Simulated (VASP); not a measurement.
# BN (R3m) in VASP: single point with PBEsol

Aim: the single point of BN with PBEsol.

Everything below comes from runs of VASP 6.6.1. Logs are shortened: lines on timing, memory, paths and dates and some standing lists are left out, and cuts for length are marked.

## (1) The cell of the first run

Symmetry: R3m, No. 160, trigonal system. The conventional cell has a = 2.502 Å, b = 2.502 Å, c = 10.119 Å, α = 90.00°, β = 90.00°, γ = 120.00°. Within 1.9 Å of B (site symmetry 3m) lie 3 N at 1.44 Å. Within 1.9 Å of N (site symmetry 3m) lie 3 B at 1.44 Å.

## (2) Single point, PBEsol

Contents of INCAR:

```
ALGO = Normal
EDIFF = 1E-6
ENCUT = 520
GGA = PS
ISIF = 2
ISMEAR = -1
LASPH = True
LCHARG = False
LREAL = False
LWAVE = False
NBANDS = 11
NELM = 80
PREC = Accurate
SIGMA = 0.01
```

Contents of KPOINTS:

```
k-points
0
Gamma
  1 1 1
```

Contents of POSCAR:

```
BN
1.0
    1.2511200000      0.7223400000      3.3729300000
   -1.2511200000      0.7223400000      3.3729300000
    0.0000000000     -1.4446700000      3.3729300000
B N
1 1
Direct
    0.9996700000      0.9996700000      0.9996700000
    0.3327600000      0.3327600000      0.3327600000
```

Potentials or basis: VASP PAW PBE potentials, release 64 (B, N).

Command:

```
> cat potpaw_PBE.64/B/POTCAR potpaw_PBE.64/N/POTCAR > POTCAR
> mpirun -np 1 vasp_gam > vasp.out
```

OUTCAR:

```text
EDIFF = 1E-6
   ENCUT = 520
   GGA = PS
   ISIF = 2
   ISMEAR = -1
   LASPH = True
   LREAL = False
   NELM = 80
   PREC = Accurate

 ion  position               nearest neighbor table
   1  1.000  1.000  1.000-   2 1.44   2 1.44   2 1.44
   2  0.333  0.333  0.333-   1 1.44   1 1.44   1 1.44

  LATTYP: Found a trigonal (rhomboedric) cell.
 ALAT       =     3.6692959972
 COS(alpha) =     0.7674777610

  Lattice vectors:

 A1 = (   1.2511200000,   0.7223400000,   3.3729300000)
 A2 = (  -1.2511200000,   0.7223400000,   3.3729300000)
 A3 = (   0.0000000000,  -1.4446700000,   3.3729300000)

Analysis of symmetry for initial positions (statically):
=====================================================================
 Subroutine PRICEL returns:
 Original cell was already a primitive cell.

 Routine SETGRP: Setting up the symmetry group for a
 trigonal (rhombohedral) supercell.

 Subroutine GETGRP returns: Found  6 space group operations
 (whereof  6 operations were pure point group operations)
 out of a pool of 12 trial point group operations.

The static configuration has the point symmetry C_3v.

Analysis of symmetry for dynamics (positions and initial velocities):
=====================================================================
 Subroutine PRICEL returns:
 Original cell was already a primitive cell.

 Routine SETGRP: Setting up the symmetry group for a
 trigonal (rhombohedral) supercell.

 Subroutine GETGRP returns: Found  6 space group operations
 (whereof  6 operations were pure point group operations)
 out of a pool of 12 trial point group operations.

The dynamic configuration has the point symmetry C_3v.

 Subroutine INISYM returns: Found  6 space group operations
 (whereof  6 operations are pure point group operations),
 and found     1 'primitive' translations

----------------------------------------------------------------------------------------

                                     Primitive cell

  volume of cell :      18.2893

  direct lattice vectors                    reciprocal lattice vectors
[... 55 lines left out ...]
   ISTART =      0    job   : 0-new  1-cont  2-samecut
   ICHARG =      2    charge: 1-file 2-atom 10-const
   ISPIN  =      1    spin polarized calculation?
   LNONCOLLINEAR =      F non collinear calculations
   LSORBIT =      F    spin-orbit coupling
   LASPH  =      T    aspherical Exc in radial PAW
   ENCUT  =  520.0 eV  38.22 Ry    6.18 a.u.   6.82  6.82  6.82*2*pi/ulx,y,z
   NELM   =     80;   NELMIN=  2; NELMDL= -5     # of ELM steps
   EDIFF  = 0.1E-05   stopping-criterion for ELM
   LREAL  =      F    real-space projection
   EDIFFG = 0.1E-04   stopping-criterion for IOM
   NSW    =      0    number of steps for IOM
   IBRION =     -1    ionic relax: 0-MD 1-quasi-New 2-CG
   NFREE  =      0    steps in history (QN), initial steepest desc. (CG)
   ISIF   =      2    stress and relaxation
   ISYM   =      2    0-nonsym 1-usesym 2-fastsym
   POTIM  = 0.5000    time-step for ionic-motion
   TEBEG  =    0.0;   TEEND  =   0.0 temperature during run
   PSTRESS=    0.0 pullay stress
   NELECT =       8.0000    total number of electrons
   NUPDOWN=      -1.0000    fix difference up-down
   EMIN   =  10.00;   EMAX   =-10.00  energy-range for DOS
   EFERMI =   0.00;   METHOD = LEGACY
   ISMEAR =    -1;   SIGMA  =   0.01  broadening in eV -4-tet -1-fermi 0-gaus
   EFERMI_NEDOS =   21; number of points for ismear=-14 and -15
   IALGO  =     38    algorithm
   IMIX   =      4    mixing-type and parameters
     AMIX     =   0.40;   BMIX     =  1.00
     AMIX_MAG =   1.60;   BMIX_MAG =  1.00
  volume/ion in A,a.u.               =       9.14        61.71
  Fermi-wavevector in a.u.,A,eV,Ry     =   1.242718  2.348396 21.012115  1.544347
  Thomas-Fermi vector in A             =   2.377060
   LORBIT       =      0    0 simple, 1 ext, 2 COOP (PROOUT), +10 PAW based schemes
   GGA     = PS    functional components
   LHFCALC =     F    Hartree Fock is set to
   AEXX    =    0.0000 exact exchange contribution
   IVDW    =     0    specifies the selected vdW correction
   LEPSILON=     F    determine dielectric tensor
   LRPA    =     F    only Hartree local field effects (RPA)
 non-spin polarized calculation
  energy-cutoff  :      520.00
  volume of cell :       18.29
 maximum number of plane-waves:       259
 NGX is ok and might be reduce to    28
   NGX = 13   NGY = 13   NGZ = 13

 number of electron       8.0000000 magnetization

 Free energy of the ion-electron system (eV)
  ---------------------------------------------------
  ext. energy  EPLUGINS =         0.00000000
  ---------------------------------------------------
  free energy    TOTEN  =       -10.13931800 eV

  energy without entropy =      -10.13931800  energy(sigma->0) =      -10.13931800

 E-fermi :   2.6077     XC(G=0):  -9.7754

 val. band max:        2.3568631462   @ k =   0.0000   0.0000   0.0000
 cond. band min:       7.5922145955   @ k =   0.0000   0.0000   0.0000
 fundamental gap:      5.2353514492
 Fermi energy:         2.6076515808

 k-point     1 :       0.0000    0.0000    0.0000
  band No.  band energies     occupation
      1     -14.5899      2.00000
      2      -1.4902      2.00000
      3       2.3569      2.00000
      4       2.3569      2.00000
      5       7.5922      0.00000
      6      14.7205      0.00000
      7      14.7206      0.00000
      8      16.1321      0.00000
      9      17.7240      0.00000
     10      28.0160      0.00000
     11      29.8721      0.00000

------------------------ aborting loop because EDIFF is reached ----------------------------------------

  FORCE on cell =-STRESS in cart. coord.  units (eV):
  Direction    XX          YY          ZZ          XY          YZ          ZX
  --------------------------------------------------------------------------------------
  -------------------------------------------------------------------------------------
  Total        2.0739157      2.0739283     10.2273282      0.0000000      0.0000101      0.0000000
  in kB      181.6788896    181.6799952    895.9330706      0.0000000      0.0008854      0.0000000
  external PRESSURE =     419.7639852 kB  Pullay stress =       0.0000000 kB

 VOLUME and BASIS-vectors are now :
 -----------------------------------------------------------------------------
  energy-cutoff  :      520.00
  volume of cell :       18.29
      direct lattice vectors                 reciprocal lattice vectors
     1.251120000  0.722340000  3.372930000     0.399641921  0.230732669  0.098825817
    -1.251120000  0.722340000  3.372930000    -0.399641921  0.230732669  0.098825817
     0.000000000 -1.444670000  3.372930000     0.000000000 -0.461465337  0.098826501

 POSITION                                       TOTAL-FORCE (eV/Angst)
 -----------------------------------------------------------------------------------
      0.00000      0.00001     10.11545         0.000000     -0.000000     -0.200941
      0.00000      0.00000      3.36713         0.000000      0.000000      0.200941
 -----------------------------------------------------------------------------------
    total drift:                                0.000000     -0.000146      0.001286

  FREE ENERGIE OF THE ION-ELECTRON SYSTEM (eV)
  ---------------------------------------------------
  free  energy   TOTEN  =       -10.1393180010 eV

  energy  without entropy=      -10.1393180010  energy(sigma->0) =      -10.13931800
```

OSZICAR:

```text
N       E                     dE             d eps       ncg     rms          rms(c)
DAV:   1     0.308849790586E+02    0.30885E+02   -0.61026E+03    30   0.660E+02
DAV:   2    -0.126729061074E+02   -0.43558E+02   -0.42039E+02    25   0.205E+02
DAV:   3    -0.134299301284E+02   -0.75702E+00   -0.75647E+00    28   0.220E+01
DAV:   4    -0.134307854808E+02   -0.85535E-03   -0.85533E-03    28   0.872E-01
DAV:   5    -0.134307878152E+02   -0.23344E-05   -0.23342E-05    28   0.425E-02    0.108E+01
DAV:   6    -0.106069112733E+02    0.28239E+01   -0.86695E+00    25   0.165E+01    0.542E+00
DAV:   7    -0.101990339602E+02    0.40788E+00   -0.46435E-01    22   0.498E+00    0.332E+00
DAV:   8    -0.101350475411E+02    0.63986E-01   -0.24900E-01    22   0.330E+00    0.510E-01
DAV:   9    -0.101389559318E+02   -0.39084E-02   -0.45424E-03    28   0.592E-01    0.311E-01
DAV:  10    -0.101393206424E+02   -0.36471E-03   -0.54726E-04    22   0.264E-01    0.287E-02
DAV:  11    -0.101393181822E+02    0.24602E-05   -0.16823E-05    28   0.302E-02    0.168E-02
DAV:  12    -0.101393180010E+02    0.18126E-06   -0.33970E-06    28   0.154E-02
   1 F= -.10139318E+02 E0= -.10139318E+02  d E =-.133847E-10
```

It took 3.9 s on 1 thread of AMD EPYC 7R13, shared host; peak memory 0.11 GiB.

Results:

- Free energy: -10.1393 eV
- Pressure: 42.0 GPa
- Largest force: 0.201 eV/Å
- Band gap on the k mesh: 5.24 eV

Forces in eV/Å, atoms in the order of the input:
```
B    0.000  0.000 -0.201
N    0.000  0.000  0.201
```

Caveat: the k points lie up to 2.97 Å⁻¹ apart; the PAW data sets were made with another functional, which shifts forces and pressure a little. A k mesh can miss the band edges.
